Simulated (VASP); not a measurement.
Runs of VASP 6.6.1 on BN. The structure is that of space group P6_3mc (No. 186), or close to it. The cells are those of the table. 

```tsv
task	potentials or basis	cell	cutoff (eV)	gap on the mesh (eV)	pressure (GPa)	largest force (eV/Å)
relaxation of the atoms	VASP PAW PBE potentials, release 64 (B, N)	atoms relaxed from a = 2.491, b = 2.491, c = 4.121 Å, angles 90.0, 90.0, 120.0°, 4 atoms	520	(c)	28.8	-
single point	VASP PAW PBE potentials, release 64 (B_h, N_h)	a = 2.543, b = 2.543, c = 4.207 Å, angles 90.0, 90.0, 120.0°, 4 atoms	910	5.74	-0.3	0.01
single point	VASP PAW PBE potentials, release 64 (B_h, N_h)	a = 2.560, b = 2.560, c = 4.235 Å, angles 90.0, 90.0, 120.0°, 4 atoms	910	5.77	-7.8	0.01
relaxation of the atoms	VASP PAW PBE potentials, release 64 (B, N)	atoms relaxed from a = 2.509, b = 2.509, c = 4.150 Å, angles 90.0, 90.0, 120.0°, 4 atoms	520	(b)	18.8	-
single point	VASP PAW PBE potentials, release 64 (B_h, N_h)	a = 2.577, b = 2.577, c = 4.262 Å, angles 90.0, 90.0, 120.0°, 4 atoms	910	(a)	-14.6	-
```

Alike in all rows: level r2SCAN; no spin polarisation; k mesh 12 × 12 × 8; smearing fermi-dirac 0.02 eV.

Task: Fill in the values left out.

Result: (a) 5.80; (b) 5.63; (c) 5.59.

Caveats: the PAW data sets were made with another functional, which shifts forces and pressure a little; the cutoff is under 1.25 times the usual one of these potentials, so pressure, stress and relaxed cells hold a basis-set (Pulay) error (at least some runs); the cell stands under tension (at least some runs).

A k mesh can miss the band edges.
